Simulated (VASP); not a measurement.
A run of VASP 6.6.1:

The input POSCAR:

```
Ti
1.0
    2.9500000000      0.0000000000      0.0000000000
   -1.4750000000      2.5547750000      0.0000000000
    0.0000000000      0.0000000000      4.6800000000
Ti
2
Direct
    0.3333333333      0.6666666667      0.2500000000
    0.6666666667      0.3333333333      0.7500000000
```

File INCAR.step1:

```
SYSTEM = Ti
PREC = Accurate
ENCUT = 600
ISMEAR = -1
SIGMA = 0.05
LREAL = .False.
LASPH = .True.
NELM = 80
GGA = PE
ALGO = Normal
EDIFF = 1E-4
LWAVE = .True.
LCHARG = .False.
```

INCAR.step2

```
SYSTEM = Ti
PREC = Accurate
ENCUT = 600
EDIFF = 1E-6
ISMEAR = -1
SIGMA = 0.05
LREAL = .False.
LASPH = .True.
NELM = 80
ALGO = Normal
ISIF = 3
LWAVE = .False.
LCHARG = .False.
METAGGA = R2SCAN
LMIXTAU = .True.
IBRION = 2
NSW = 60
EDIFFG = -0.03
ISTART = 1
```

File KPOINTS:

```
regular mesh
0
Gamma
  18 18 10
  0 0 0
```

Potentials or basis: VASP PAW PBE potentials, release 64 (Ti_sv).

Run with:

```bash
$ cat potpaw_PBE.64/Ti_sv/POTCAR > POTCAR
$ cp INCAR.step1 INCAR
$ mpirun -np 1 vasp_std > vasp.out
$ cp INCAR.step2 INCAR
$ mpirun -np 1 vasp_std > vasp.out
```

Hardware: 1 thread of Oxide Virtual Turin-like Processor (shared host).

Estimate the wall time of this run.

Wall time 34 min on 1 thread of Oxide Virtual Turin-like Processor, with other jobs on the host, peak memory 0.24 GiB. Counts: k points 222, ion steps 3.
